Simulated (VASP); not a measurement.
Set up this calculation in VASP 6.6.1, as the native input.

* Task: single point
* Functional: PBEsol
* Potentials or basis: VASP PAW PBE potentials, release 64 (Ga_d, P)
* Cutoff: 520 eV
* k mesh: 10 × 10 × 10
* Occupations: gaussian, width 0.05 eV
* Spin: no spin polarisation
* Dipole correction: no
* Further INCAR settings: ALGO = Normal; EDIFF = 1e-06; NBANDS = 16

The structure of GaP lies in POSCAR:

```
GaP
1.0
    0.0000000000      2.8020576903      2.5778930751
    2.8020576903      0.0000000000      2.5778930751
    2.8020576903      2.8020576903      0.0000000000
Ga P
1 1
Direct
    0.0000000000      0.0000000000      0.0000000000
    0.7500000000      0.7500000000      0.7500000000
```

This cell differs from its parent crystal: ratio of the length along z to the lengths across it x 0.92, volume and fractional coordinates fixed.

The input as run:

INCAR

```
SYSTEM = GaP
PREC = Accurate
ENCUT = 520
EDIFF = 1E-6
ISMEAR = 0
SIGMA = 0.05
LREAL = .False.
LASPH = .True.
NELM = 60
ALGO = Normal
ISIF = 2
LWAVE = .False.
LCHARG = .False.
GGA = PS
NBANDS = 16
```

KPOINTS

```
regular mesh
0
Gamma
  10 10 10
  0 0 0
```

Potentials or basis: VASP PAW PBE potentials, release 64 (Ga_d, P).

The run is started by

```bash
$ cat potpaw_PBE.64/Ga_d/POTCAR potpaw_PBE.64/P/POTCAR > POTCAR
$ mpirun -np 1 vasp_std > vasp.out
```

Results of the run:

| Item | Value |
| --- | --- |
| Pressure | -0.8 GPa |
| Band gap on the k mesh | 0.72 eV (least direct gap 1.43 eV) |

Caveat: the PAW data sets were made with another functional, which shifts forces and pressure a little.

Wall time 66 s on 1 thread of AMD EPYC 7R13, on a shared host, peak memory 0.18 GiB.
